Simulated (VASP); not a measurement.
# Li (R-3m) in VASP: single point with r2SCAN

Aim: the single point of Li with r2SCAN.

All numbers are computed with VASP 6.6.1; they aren't measurements. Logs are shortened: lines on timing, memory, paths and dates and some standing lists are left out, and cuts for length are marked.

## (1) The cell of the first run

The structure is trigonal, space group R-3m (No. 166). Conventional cell: a = 6.867 Å, b = 6.867 Å, c = 22.819 Å, α = 90.00°, β = 90.00°, γ = 120.00°. Li (site symmetry m) has 6 Li at 2.87 to 3.06 Å within 3.8 Å. Within 3.6 Å of Li (site symmetry m) lie 7 Li at 2.71 to 3.00 Å.

## (2) Single point, r2SCAN

POSCAR

```
Li
1.0
    3.4333239680      1.9822305172      7.6064543749
   -3.4333239680      1.9822305172      7.6064543749
    0.0000000000     -3.9644610342      7.6064543750
Li
12
Direct
    0.0816701963      0.5267988381      0.0816701963
    0.0816701963      0.0816701963      0.5267988381
    0.5267988381      0.0816701963      0.0816701963
    0.9183298037      0.4732011619      0.9183298037
    0.4732011619      0.9183298037      0.9183298037
    0.9183298037      0.9183298037      0.4732011619
    0.2285431891      0.6272755122      0.2285431891
    0.2285431891      0.2285431891      0.6272755122
    0.6272755122      0.2285431891      0.2285431891
    0.7714568109      0.3727244878      0.7714568109
    0.3727244878      0.7714568109      0.7714568109
    0.7714568109      0.7714568109      0.3727244878
```

INCAR.step1

```
SYSTEM = Li
PREC = Accurate
ENCUT = 520
ISMEAR = 0
SIGMA = 0.1
LREAL = .False.
LASPH = .True.
NELM = 100
NBANDS = 30
GGA = PE
ALGO = Normal
EDIFF = 1E-4
LWAVE = .True.
LCHARG = .False.
```

INCAR.step2

```
SYSTEM = Li
PREC = Accurate
ENCUT = 520
EDIFF = 1E-7
ISMEAR = 0
SIGMA = 0.1
LREAL = .False.
LASPH = .True.
NELM = 100
ALGO = Normal
ISIF = 2
LWAVE = .False.
LCHARG = .False.
METAGGA = R2SCAN
LMIXTAU = .True.
NBANDS = 30
ISTART = 1
```

KPOINTS

```
Automatic mesh
0
Gamma
  3 3 3
  0 0 0
```

Potentials or basis: VASP PAW PBE potentials, release 64 (Li_sv).

Command:

```
cat potpaw_PBE.64/Li_sv/POTCAR > POTCAR
cp INCAR.step1 INCAR
mpirun -np 1 vasp_std > vasp.out
cp INCAR.step2 INCAR
mpirun -np 1 vasp_std > vasp.out
```

OUTCAR:

```text
SYSTEM = Li
   PREC = Accurate
   ENCUT = 520
   EDIFF = 1E-7
   ISMEAR = 0
   LREAL = .False.
   LASPH = .True.
   NELM = 100
   ISIF = 2
   METAGGA = R2SCAN
   ISTART = 1

 ion  position               nearest neighbor table
   1  0.082  0.527  0.082-
   2  0.082  0.082  0.527-
   3  0.527  0.082  0.082-
   4  0.918  0.473  0.918-
   5  0.473  0.918  0.918-
   6  0.918  0.918  0.473-
   7  0.229  0.627  0.229-
   8  0.229  0.229  0.627-
   9  0.627  0.229  0.229-
  10  0.771  0.373  0.771-
  11  0.373  0.771  0.771-
  12  0.771  0.771  0.373-

  LATTYP: Found a trigonal (rhomboedric) cell.
 ALAT       =     8.5775928704
 COS(alpha) =     0.6795732916

  Lattice vectors:

 A1 = (   3.4333239680,   1.9822305172,   7.6064543749)
 A2 = (  -3.4333239680,   1.9822305172,   7.6064543749)
 A3 = (   0.0000000000,  -3.9644610342,   7.6064543750)

Analysis of symmetry for initial positions (statically):
=====================================================================
 Subroutine PRICEL returns:
 Original cell was already a primitive cell.

 Routine SETGRP: Setting up the symmetry group for a
 trigonal (rhombohedral) supercell.

 Subroutine GETGRP returns: Found 12 space group operations
 (whereof 12 operations were pure point group operations)
 out of a pool of 12 trial point group operations.

The static configuration has the point symmetry D_3d.

Analysis of symmetry for dynamics (positions and initial velocities):
=====================================================================
 Subroutine PRICEL returns:
 Original cell was already a primitive cell.

 Routine SETGRP: Setting up the symmetry group for a
 trigonal (rhombohedral) supercell.

 Subroutine GETGRP returns: Found 12 space group operations
 (whereof 12 operations were pure point group operations)
 out of a pool of 12 trial point group operations.

The dynamic configuration has the point symmetry D_3d.

 Subroutine INISYM returns: Found 12 space group operations
 (whereof 12 operations are pure point group operations),
 and found     1 'primitive' translations

[... 99 lines left out ...]
   IBRION =     -1    ionic relax: 0-MD 1-quasi-New 2-CG
   NFREE  =      0    steps in history (QN), initial steepest desc. (CG)
   ISIF   =      2    stress and relaxation
   ISYM   =      2    0-nonsym 1-usesym 2-fastsym
   POTIM  = 0.5000    time-step for ionic-motion
   TEBEG  =    0.0;   TEEND  =   0.0 temperature during run
   PSTRESS=    0.0 pullay stress
   NELECT =      36.0000    total number of electrons
   NUPDOWN=      -1.0000    fix difference up-down
   EMIN   =  10.00;   EMAX   =-10.00  energy-range for DOS
   EFERMI =   0.00;   METHOD = LEGACY
   ISMEAR =     0;   SIGMA  =   0.10  broadening in eV -4-tet -1-fermi 0-gaus
   EFERMI_NEDOS =   21; number of points for ismear=-14 and -15
   IALGO  =     38    algorithm
   IMIX   =      4    mixing-type and parameters
     AMIX     =   0.40;   BMIX     =  1.00
     AMIX_MAG =   1.60;   BMIX_MAG =  1.00
  volume/ion in A,a.u.               =      25.88       174.67
  Fermi-wavevector in a.u.,A,eV,Ry     =   0.798193  1.508367  8.668446  0.637113
  Thomas-Fermi vector in A             =   1.905057
   LORBIT       =      0    0 simple, 1 ext, 2 COOP (PROOUT), +10 PAW based schemes
   METAGGA = R2SCAN    functional components
   LHFCALC =     F    Hartree Fock is set to
   AEXX    =    0.0000 exact exchange contribution
   IVDW    =     0    specifies the selected vdW correction
   LEPSILON=     F    determine dielectric tensor
   LRPA    =     F    only Hartree local field effects (RPA)
 non-spin polarized calculation
 Gauss-broadening in eV      SIGMA  =   0.10
  energy-cutoff  :      520.00
  volume of cell :      310.60
 maximum number of plane-waves:      8384
   NGX = 31   NGY = 31   NGZ = 31

 number of electron      36.0000019 magnetization

 Free energy of the ion-electron system (eV)
  ---------------------------------------------------
  ext. energy  EPLUGINS =         0.00000000
  ---------------------------------------------------
  free energy    TOTEN  =       -25.44810629 eV

  energy without entropy =      -25.40607470  energy(sigma->0) =      -25.42709050

 E-fermi :  -0.0431     XC(G=0):  -6.7333

 val. band max:       -0.0435409944   @ k =  -0.3333   0.3333   0.0000
 cond. band min:      -0.0341300053   @ k =  -0.3333   0.3333   0.0000
 fundamental gap:      0.0094109891
 Fermi energy:        -0.0431065138

 k-point     1 :       0.0000    0.0000    0.0000
  band No.  band energies     occupation
      1     -48.9983      2.00000
      2     -48.9934      2.00000
      3     -48.9934      2.00000
      4     -48.9933      2.00000
      5     -48.9886      2.00000
      6     -48.9886      2.00000
[... 187 lines left out ...]
     29       3.4911      0.00000
     30       3.9046      0.00000

------------------------ aborting loop because EDIFF is reached ----------------------------------------

  FORCE on cell =-STRESS in cart. coord.  units (eV):
  Direction    XX          YY          ZZ          XY          YZ          ZX
  --------------------------------------------------------------------------------------
  -------------------------------------------------------------------------------------
  Total       -0.7481964     -0.7481964     -0.1907701     -0.0000000      0.0000000     -0.0000000
  in kB       -3.8594353     -3.8594353     -0.9840528     -0.0000000      0.0000000     -0.0000000
  external PRESSURE =      -2.9009745 kB  Pullay stress =       0.0000000 kB

 VOLUME and BASIS-vectors are now :
 -----------------------------------------------------------------------------
  energy-cutoff  :      520.00
  volume of cell :      310.60
      direct lattice vectors                 reciprocal lattice vectors
     3.433323968  1.982230517  7.606454375     0.145631465  0.084080366  0.043822432
    -3.433323968  1.982230517  7.606454375    -0.145631465  0.084080366  0.043822432
     0.000000000 -3.964461034  7.606454375     0.000000000 -0.168160731  0.043822432

 POSITION                                       TOTAL-FORCE (eV/Angst)
 -----------------------------------------------------------------------------------
     -1.52827      0.88235      5.24951        -0.019641      0.011340      0.061231
      0.00000     -1.76470      5.24951         0.000000     -0.022680      0.061231
      1.52827      0.88235      5.24951         0.019641      0.011340      0.061231
      1.52827     -0.88235     17.56985         0.019641     -0.011340     -0.061231
     -1.52827     -0.88235     17.56985        -0.019641     -0.011340     -0.061231
      0.00000      1.76470     17.56985         0.000000      0.022680     -0.061231
     -1.36898      0.79038      8.24815        -0.001679      0.000969     -0.044875
      0.00000     -1.58076      8.24815         0.000000     -0.001939     -0.044875
      1.36898      0.79038      8.24815         0.001679      0.000969     -0.044875
      1.36898     -0.79038     14.57121         0.001679     -0.000969      0.044875
     -1.36898     -0.79038     14.57121        -0.001679     -0.000969      0.044875
      0.00000      1.58076     14.57121         0.000000      0.001939      0.044875
 -----------------------------------------------------------------------------------
    total drift:                               -0.000000      0.000000     -0.000000

  FREE ENERGIE OF THE ION-ELECTRON SYSTEM (eV)
  ---------------------------------------------------
  free  energy   TOTEN  =       -25.4481062914 eV

  energy  without entropy=      -25.4060746994  energy(sigma->0) =      -25.42709050
```

OUTCAR.step1:

```text
SYSTEM = Li
   PREC = Accurate
   ENCUT = 520
   ISMEAR = 0
   LREAL = .False.
   LASPH = .True.
   NELM = 100
[... 437 lines left out ...]
      1.36898     -0.79038     14.57121         0.008917     -0.005148      0.012453
     -1.36898     -0.79038     14.57121        -0.008917     -0.005148      0.012453
      0.00000      1.58076     14.57121        -0.000000      0.010296      0.012453
 -----------------------------------------------------------------------------------
    total drift:                               -0.000000      0.000000     -0.000000

  FREE ENERGIE OF THE ION-ELECTRON SYSTEM (eV)
  ---------------------------------------------------
  free  energy   TOTEN  =       -19.8400487194 eV

  energy  without entropy=      -19.7978979221  energy(sigma->0) =      -19.81897332
```

OSZICAR.step1:

```text
N       E                     dE             d eps       ncg     rms          rms(c)
DAV:   1     0.187861414070E+03    0.18786E+03   -0.16652E+04   368   0.115E+03
DAV:   2     0.324389205854E+02   -0.15542E+03   -0.14686E+03   384   0.299E+02
DAV:   3    -0.883551068032E+01   -0.41274E+02   -0.40413E+02   704   0.748E+01
DAV:   4    -0.183758713060E+02   -0.95404E+01   -0.93791E+01   616   0.620E+01
DAV:   5    -0.207208746029E+02   -0.23450E+01   -0.23440E+01   668   0.186E+01    0.228E+00
DAV:   6    -0.199861686890E+02    0.73471E+00   -0.12813E+00   456   0.570E+00    0.105E+00
DAV:   7    -0.198369670963E+02    0.14920E+00   -0.67320E-01   566   0.223E+00    0.338E-01
DAV:   8    -0.198461072544E+02   -0.91402E-02   -0.16831E-01   504   0.116E+00    0.233E-01
DAV:   9    -0.198404990371E+02    0.56082E-02   -0.11997E-02   492   0.330E-01    0.136E-01
DAV:  10    -0.198400079554E+02    0.49108E-03   -0.34043E-03   496   0.147E-01    0.457E-02
DAV:  11    -0.198400487194E+02   -0.40764E-04   -0.39478E-04   460   0.710E-02
   1 F= -.19840049E+02 E0= -.19818973E+02  d E =-.421508E-01
```

Wall time 18 min (1 thread of Intel Xeon Platinum 8375C at 2.90GHz (Ice Lake), shared host); peak memory 0.61 GiB.

What came out:

```yaml
Free_energy: -25.4481 eV
Largest_force: 0.065 eV/Å
Band_gap_on_the_k_mesh: zero (band 18 reaches 0.12 eV, above the bottom of band 19 at -0.21 eV)
```

Forces on the atoms (eV/Å):
```
Li  -0.020  0.011  0.061
Li   0.000 -0.023  0.061
Li   0.020  0.011  0.061
Li   0.020 -0.011 -0.061
Li  -0.020 -0.011 -0.061
Li   0.000  0.023 -0.061
Li  -0.002  0.001 -0.045
Li   0.000 -0.002 -0.045
Li   0.002  0.001 -0.045
Li   0.002 -0.001  0.045
Li  -0.002 -0.001  0.045
Li   0.000  0.002  0.045
```

Caveat: the k points lie up to 0.36 Å⁻¹ apart; the cutoff is under 1.25 times the usual one of these potentials, so pressure, stress and relaxed cells hold a basis-set (Pulay) error; the PAW data sets were made with another functional, which shifts forces and pressure a little.
